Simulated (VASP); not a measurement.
Input of a VASP 6.6.1 run:

INCAR

```
SYSTEM = AlGa3N4
PREC = Accurate ; ENCUT = 520
EDIFF = 1E-6 ; ISMEAR = 0
SIGMA = 0.05 ; LREAL = .False.
LASPH = .True. ; NELM = 80
ALGO = Normal ; ISIF = 2
LWAVE = .False. ; LCHARG = .True.
LELF = .True. ; LVHAR = .True.
NBANDS = 41
```

KPOINTS

```
Automatic mesh
0
Gamma
  6 6 6
  0 0 0
```

POSCAR

```
AlGa3N4
1.0
    4.3382171223     -0.1549363258     -0.1549363258
   -0.1549363258      4.3382171223     -0.1549363258
   -0.1549363258     -0.1549363258      4.3382171223
Al Ga N
1 3 4
Direct
    0.0000000000      0.0000000000      0.0000000000
    0.5000000000      0.5000000000      0.0000000000
    0.5000000000      0.0000000000      0.5000000000
    0.0000000000      0.5000000000      0.5000000000
    0.7548078379      0.7548078379      0.2451921621
    0.7548078379      0.2451921621      0.7548078379
    0.2451921621      0.7548078379      0.7548078379
    0.2451921621      0.2451921621      0.2451921621
```

Potentials or basis: VASP PAW LDA potentials, release 64 (Al, Ga_d, N).

Command:

```console
$ cat potpaw_LDA.64/Al/POTCAR potpaw_LDA.64/Ga_d/POTCAR potpaw_LDA.64/N/POTCAR > POTCAR
$ mpirun -np 1 vasp_std > vasp.out
```

(1) What does it give for the band gap on the k mesh?

(2) Estimate the pressure.

Results:

(1) 2.51 eV.

(2) 20.8 GPa.

Caveat: the cell stands under pressure; forces of over 1 eV/Å act on the atoms, so gaps and moduli don't describe the material at rest.
